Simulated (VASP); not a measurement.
# BN in VASP: further runs, part 2 of 2

VASP 6.6.1.

## Step 4: Relaxation of the atoms, PBE+D3(BJ) (biaxial strain -0.020)

The input, INCAR:

```
ALGO = Normal
DIPOL = 0.5 0.5 0.500
EDIFF = 1E-7
EDIFFG = -0.01
ENCUT = 520
GGA = PE
IBRION = 2
IDIPOL = 3
ISIF = 2
ISMEAR = 0
IVDW = 12
LASPH = True
LCHARG = False
LDIPOL = True
LREAL = False
LWAVE = False
NELM = 60
NSW = 60
PREC = Accurate
SIGMA = 0.02
```

The input, KPOINTS:

```
k-points
0
Gamma
  10 10 1
```

The input, POSCAR:

```
BN
1.0
    2.4585791265      0.0014082461      0.0000000000
    1.2280554777      2.1299044693      0.0000000000
    0.0000000000      0.0000000000     26.0000000000
B N
1 1
Direct
    0.4999824916      0.4999824916      0.5000000000
    0.8333175184      0.8333175184      0.5000000000
```

Potentials or basis: VASP PAW PBE potentials, release 64 (B, N).

Launch:

```
$ cat potpaw_PBE.64/B/POTCAR potpaw_PBE.64/N/POTCAR > POTCAR
$ mpirun -np 1 vasp_std > vasp.out
```

OUTCAR:

```text
EDIFF = 1E-7
   EDIFFG = -0.01
   ENCUT = 520
   GGA = PE
   IBRION = 2
   ISIF = 2
   ISMEAR = 0
   IVDW = 12
   LASPH = True
   LREAL = False
   NELM = 60
   NSW = 60
   PREC = Accurate
 IVDW          = 12

 ion  position               nearest neighbor table
   1  0.500  0.500  0.500-   2 1.42   2 1.42   2 1.42
   2  0.833  0.833  0.500-   1 1.42   1 1.42   1 1.42

  LATTYP: Found a hexagonal cell.
 ALAT       =     2.4585795299
 C/A-ratio  =    10.5752121028

  Lattice vectors:

[... 337 lines left out ...]
 Edisp (eV)   -0.16060

 E8    (eV) :    -0.0515

  FORCE on cell =-STRESS in cart. coord.  units (eV):
  Direction    XX          YY          ZZ          XY          YZ          ZX
  --------------------------------------------------------------------------------------
  -------------------------------------------------------------------------------------
  Total       2.59124     2.59126    -0.02024    -0.00002     0.00000    -0.00000
  in kB      30.50306    30.50330    -0.23830    -0.00021     0.00000    -0.00000
  external pressure =       20.26 kB  Pullay stress =        0.00 kB

 VOLUME and BASIS-vectors are now :
 -----------------------------------------------------------------------------
  energy-cutoff  :      520.00
  volume of cell :      136.11
      direct lattice vectors                 reciprocal lattice vectors
     2.458579127  0.001408246  0.000000000     0.406873367 -0.234594121  0.000000000
     1.228055478  2.129904469  0.000000000    -0.000269016  0.469659734  0.000000000
     0.000000000  0.000000000 26.000000000     0.000000000  0.000000000  0.038461538

 POSITION                                       TOTAL-FORCE (eV/Angst)
 -----------------------------------------------------------------------------------
      1.84325      1.06562     13.00000         0.000000      0.000000      0.000000
      3.07214      1.77606     13.00000        -0.000000     -0.000000      0.000000
 -----------------------------------------------------------------------------------
    total drift:                               -0.003436     -0.001986     -0.000000

  FREE ENERGIE OF THE ION-ELECTRON SYSTEM (eV)
  ---------------------------------------------------
  free  energy   TOTEN  =       -17.7017902442 eV

  energy  without entropy=      -17.7017902442  energy(sigma->0) =      -17.70179024

 reached required accuracy - stopping structural energy minimisation

 vacuum level on the upper side and lower side of the slab         1.039         1.039
```

OSZICAR:

```text
N       E                     dE             d eps       ncg     rms          rms(c)
DAV:   1     0.497481121991E+02    0.49748E+02   -0.34834E+03   264   0.689E+02
DAV:   2    -0.161396314726E+02   -0.65888E+02   -0.51872E+02   344   0.134E+02
DAV:   3    -0.196612500916E+02   -0.35216E+01   -0.33484E+01   312   0.489E+01
[... 14 lines left out ...]
DAV:  18    -0.175411859159E+02   -0.12531E-04   -0.19429E-07   344   0.247E-03    0.462E-04
DAV:  19    -0.175411887088E+02   -0.27929E-05   -0.64427E-08   320   0.128E-03    0.173E-04
DAV:  20    -0.175411899483E+02   -0.12395E-05   -0.15786E-08   328   0.612E-04    0.766E-05
DAV:  21    -0.175411900560E+02   -0.10767E-06   -0.43955E-10   360   0.135E-04    0.314E-05
DAV:  22    -0.175411901051E+02   -0.49067E-07   -0.29114E-10   296   0.891E-05
   1 F= -.17701790E+02 E0= -.17701790E+02  d E =-.177018E+02
```

CONTCAR:

```text
BN
   1.00000000000000
     2.4585791265000001    0.0014082461000000    0.0000000000000000
     1.2280554776999999    2.1299044693000000    0.0000000000000000
     0.0000000000000000    0.0000000000000000   26.0000000000000000
  B               N
     1     1
Direct
     0.4999824916000009    0.4999824916000009    0.5000000000000000
     0.8333175184000012    0.8333175184000012    0.5000000000000000

  0.00000000E+00  0.00000000E+00  0.00000000E+00
  0.00000000E+00  0.00000000E+00  0.00000000E+00
```

Run time: 28 s. Hardware: 1 thread of Intel Xeon Platinum 8488C (Sapphire Rapids), shared host; peak memory 0.24 GiB.

What came out:

```
Free energy                : -17.7018 eV
Band gap on the k mesh     : 4.82 eV (least direct gap 5.19 eV)
Dispersion energy per atom : -0.080 eV
```

Final structure:
```cif
data_structure
_symmetry_space_group_name_H-M 'P 1'
_symmetry_Int_Tables_number 1
_cell_length_a 2.4586
_cell_length_b 2.4586
_cell_length_c 26.0000
_cell_angle_alpha 90.000
_cell_angle_beta 90.000
_cell_angle_gamma 60.000
_cell_volume 136.11
loop_
_atom_site_label
_atom_site_type_symbol
_atom_site_fract_x
_atom_site_fract_y
_atom_site_fract_z
_atom_site_occupancy
B1 B 0.49998 0.49998 0.50000 1
N1 N 0.83332 0.83332 0.50000 1
```

Levels at points of the mesh, in eV from the valence-band top:
| k point | band 2 | band 3 | band 4 | band 5 | band 6 | band 7 |
| --- | --- | --- | --- | --- | --- | --- |
| (0.00, 0.00, 0.00) | -5.34 | -1.07 | -1.07 | 4.82 | 5.70 | 5.99 |
| (0.50, 0.00, 0.00) | -8.91 | -4.02 | -0.76 | 5.11 | 10.50 | 12.91 |

Caveat: the cell differs from its parent crystal (biaxial strain -0.020); the relaxation stopped at its first step, so nothing moved.

## Step 5: Overview

| cell | gap on the mesh (eV) |
| --- | --- |
| atoms relaxed from a = 2.559, b = 2.521, c = 26.000 Å, angles 90.0, 90.0, 59.5°, 2 atoms | 4.85 |
| atoms relaxed from a = 2.408, b = 2.408, c = 26.000 Å, angles 90.0, 90.0, 60.0°, 2 atoms | 4.75 |
| atoms relaxed from a = 2.459, b = 2.459, c = 26.000 Å, angles 90.0, 90.0, 60.0°, 2 atoms | 4.82 |

Alike in all rows: task relaxation of the atoms; level PBE+D3(BJ); potentials or basis VASP PAW PBE potentials, release 64 (B, N); no spin polarisation; k mesh 10 × 10 × 1; cutoff (eV) 520; smearing gaussian 0.02 eV.

Caveats: the relaxation stopped at its first step, so nothing moved (at least some runs).

Absolute energies hang on the potentials; compare differences alone.
